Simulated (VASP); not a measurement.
# Ti: single point with PBE

System: Ti.

```xyz
22
Lattice="7.4036 0.0243 -0.1157 0.0243 7.2585 -0.3764 -0.1157 -0.3764 7.4221" Properties=species:S:1:pos:R:3 pbc="T T T"
Ti    4.3351    0.0197    1.4403
Ti    4.7416    5.7359    3.1587
Ti    1.8898    2.7273    5.4613
Ti    4.2375    1.7913    6.8099
Ti    6.9206    6.0333    1.2769
Ti    0.6094    6.7087    3.9016
Ti    1.3943    3.5860    1.0375
Ti   -0.2930    3.5635    3.4911
Ti    0.8600    5.2832    6.4249
Ti    3.1540    5.2747    6.0880
Ti    2.3546    4.4205    3.5153
Ti    5.8696    3.8128    5.7176
Ti    3.1387    0.4292    4.7033
Ti    5.7219    1.0221    3.8870
Ti    1.5695    1.6511    2.8619
Ti    0.0311    1.7358    6.1170
Ti    4.2585    4.4393    0.9106
Ti    1.8849    0.9615    0.0497
Ti    5.7032    6.7820    5.8384
Ti    4.3292    2.7249    3.2307
Ti    6.5890    1.6726    1.1077
Ti    2.1524    6.3445    1.7043
```

* Program: VASP 6.6.1
* Task: single point
* Functional: PBE
* Potentials or basis: VASP PAW PBE potentials, release 64 (Ti_sv)
* Cutoff: 400 eV
* k mesh: 1 × 1 × 1, shifted
* Occupations: fermi-dirac, width 0.1 eV
* Spin: no spin polarisation

```json
{"Pressure": "-1.4 GPa", "Largest force": "1.861 eV/Å"}
```

Forces in eV/Å, atoms in the order of the input:
```
Ti   0.289  1.071 -0.827
Ti   0.852 -0.907  1.215
Ti   1.271  1.339  0.237
Ti   0.389  0.046 -0.146
Ti  -0.526 -0.049 -0.222
Ti  -0.759 -0.157  0.690
Ti  -0.090  0.409 -0.946
Ti  -0.354  0.382 -0.087
Ti  -1.600 -0.189 -0.240
Ti   1.528  0.103 -0.132
Ti  -0.113  0.266 -0.032
Ti  -0.726  0.724  0.396
Ti  -0.086 -1.097  0.259
Ti   0.870 -0.038  0.331
Ti  -0.333  0.265 -0.184
Ti  -1.505 -0.818 -0.612
Ti   0.382 -0.496  0.389
Ti   0.301 -0.284 -0.196
Ti   0.473 -0.553  0.340
Ti  -0.306  0.593 -0.560
Ti   0.007 -0.041  0.607
Ti   0.034 -0.571 -0.282
```

Stress tensor (GPa, compression positive):
```
-0.51  0.63  0.69
 0.63 -2.04 -1.96
 0.69 -1.96 -1.79
```

Levels at points of the mesh, in eV from the Fermi level:
| k point | band 128 | band 129 | band 130 | band 131 | band 132 | band 133 | band 134 | band 135 | band 136 | band 137 |
| --- | --- | --- | --- | --- | --- | --- | --- | --- | --- | --- |
| (0.25, 0.25, 0.25) | -0.26 | -0.24 | -0.17 | -0.09 | -0.05 | 0.07 | 0.11 | 0.16 | 0.20 | 0.25 |

It took 4.8 min on 1 thread of Intel Xeon 8259CL (shared host), peak memory 0.32 GiB.

Caveat: the k points lie up to 0.87 Å⁻¹ apart, too coarse for converged energies, forces and pressures; the atoms stand as in a frame of molecular dynamics.
